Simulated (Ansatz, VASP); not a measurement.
## One calculation of HfO2, two programs

The input INCAR:

```
ALGO = Normal
EDIFF = 1E-6
ENCUT = 520
GGA = PE
ISIF = 2
ISMEAR = 0
LASPH = T
LCHARG = F
LREAL = F
LWAVE = F
NBANDS = 18
NELM = 100
PREC = Accurate
SIGMA = 0.05
```

Contents of KPOINTS:

```
k-points
0
Gamma
  8 8 8
```

POSCAR

```
HfO2
1.0
    0.0000000000      2.5575000000      2.5575000000
    2.5575000000      0.0000000000      2.5575000000
    2.5575000000      2.5575000000      0.0000000000
Hf O
1 2
Direct
    0.0391006843     -0.0391006843     -0.0391006843
    0.2500000000      0.2500000000      0.2500000000
    0.7500000000      0.7500000000      0.7500000000
```

Input for Ansatz:

```yaml
crystal:
  lattice:
    - [0.0, 2.5575, 2.5575]
    - [2.5575, 0.0, 2.5575]
    - [2.5575, 2.5575, 0.0]
  atoms:
    - { symbol: Hf, position: [0.0391006843, -0.0391006843, -0.0391006843] }
    - { symbol: O, position: [0.25, 0.25, 0.25] }
    - { symbol: O, position: [0.75, 0.75, 0.75] }
basis:
  ecutwfc: 420
kpoints:
  mp_grid: { grid: [8, 8, 8] }
hamiltonian:
  xc: pbe
scf:
  occupations: { method: gaussian, width: 0.05 }
output:
  forces: true
  stress: true
  eigenvalues: true
```

Change from the starting cell: all Hf atoms moved -0.200 Å, as atom 1 along Cartesian [1 0 0].

Alike in both runs: task single point; functional PBE; k mesh 8 × 8 × 8; occupations gaussian, width 0.05 eV; no spin polarisation.

|  | VASP | Ansatz |
| --- | --- | --- |
| version | VASP 6.6.1 | Ansatz 0.2.0 |
| potentials or method | VASP PAW PBE potentials, release 64 (Hf_pv, O), cutoff 520 eV | scalar-relativistic, plane waves, PAW |
| valence electrons in the cell | 22 | 38 |

|  | VASP | Ansatz | Ansatz less VASP |
| --- | --- | --- | --- |
| gap on the k mesh at the Fermi level (eV) | 3.75 | 3.77 | +0.021 |
| least direct gap on the mesh (eV) | 3.76 | 3.77 | +0.012 |
| pressure (GPa) | -1.9 | 1.5 | +3.41 |
| traceless stress, the component that is largest in VASP (GPa) | 0.19 | 0.08 | -0.109 |
| rms of the force components (eV/Å) | 0.442 | 0.468 | +0.0253 |

Atom by atom the forces differ by 0.025 eV/Å (rms over components). VASP's potentials hold 22 valence electrons a cell and Ansatz's 38, so a difference there can come from the potentials and not from the codes.

Neither program's run includes spin-orbit coupling.
